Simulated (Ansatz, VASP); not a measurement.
**One calculation of Zr2OsO6, two programs**

File INCAR:

```
PREC = Accurate
ENCUT = 600
EDIFF = 1E-6
ISMEAR = 0
SIGMA = 0.1
LREAL = F
LASPH = T
NELM = 60
ALGO = Normal
ISIF = 3
LWAVE = F
LCHARG = F
GGA = PE
IBRION = 2
NSW = 100
EDIFFG = -0.01
```

The input KPOINTS:

```
regular mesh
0
Gamma
  10 10 10
```

The input POSCAR:

```
Zr2OsO6
1.0
    0.0000000000      3.6539374249      3.6539374249
    3.6539374249      0.0000000000      3.6539374249
    3.6539374249      3.6539374249      0.0000000000
Zr Os O
2 1 6
Direct
    0.2500000000      0.2500000000      0.2500000000
    0.7500000000      0.7500000000      0.7500000000
    0.0000000000      0.0000000000      0.0000000000
    0.7405374838      0.2594625162      0.2594625162
    0.2594625162      0.7405374838      0.7405374838
    0.2594625162      0.7405374838      0.2594625162
    0.7405374838      0.2594625162      0.7405374838
    0.2594625162      0.2594625162      0.7405374838
    0.7405374838      0.7405374838      0.2594625162
```

Input for Ansatz:

```yaml
crystal:
  lattice:
    - [0.0, 3.6539374249, 3.6539374249]
    - [3.6539374249, 0.0, 3.6539374249]
    - [3.6539374249, 3.6539374249, 0.0]
  atoms:
    - { symbol: Zr, position: [0.25, 0.25, 0.25] }
    - { symbol: Zr, position: [0.75, 0.75, 0.75] }
    - { symbol: Os, position: [0.0, 0.0, 0.0] }
    - { symbol: O, position: [0.7405374838, 0.2594625162, 0.2594625162] }
    - { symbol: O, position: [0.2594625162, 0.7405374838, 0.7405374838] }
    - { symbol: O, position: [0.2594625162, 0.7405374838, 0.2594625162] }
    - { symbol: O, position: [0.7405374838, 0.2594625162, 0.7405374838] }
    - { symbol: O, position: [0.2594625162, 0.2594625162, 0.7405374838] }
    - { symbol: O, position: [0.7405374838, 0.7405374838, 0.2594625162] }
basis:
  ecutwfc: 420
kpoints:
  mp_grid: { grid: [10, 10, 10] }
hamiltonian:
  xc: pbe
scf:
  occupations: { method: gaussian, width: 0.1 }
output:
  forces: true
  stress: true
  eigenvalues: true
relax:
  adjacent_minimum: "off"
  f_tol: 0.01
  max_steps: 80
  cell: { stress_tol: 0.05 }
```

Change from the starting cell: ordered vacancies on the cation sites of perovskite (Fm-3m, No. 225).

Alike in both runs: task relaxation of cell and atoms; functional PBE; k mesh 10 × 10 × 10; occupations gaussian, width 0.1 eV; no spin polarisation.

```csv
,VASP,Ansatz
version,VASP 6.6.1,Ansatz 0.2.0
potentials or method,"VASP PAW PBE potentials, release 64 (Zr_sv, Os, O), cutoff 600 eV","scalar-relativistic, plane waves, PAW"
valence electrons in the cell,68,76
```

VASP gave:

| Quantity | Value |
| --- | --- |
| gap on the k mesh at the Fermi level, each at its own relaxed structure (eV) | none |
| relaxed volume (Å³/atom) | 10.88 |
| relaxed length of the cell vector where the two differ most in proportion (Å) | 5.173 |

Estimate Ansatz's values.

gap on the k mesh at the Fermi level, each at its own relaxed structure (eV): none; relaxed volume (Å³/atom): 10.83; relaxed length of the cell vector where the two differ most in proportion (Å): 5.165.

A gap of «none» marks a metal or a gap that the smearing closes. VASP's potentials hold 68 valence electrons a cell and Ansatz's 76, so a difference there can come from the potentials and not from the codes.

Neither program's run includes spin-orbit coupling.
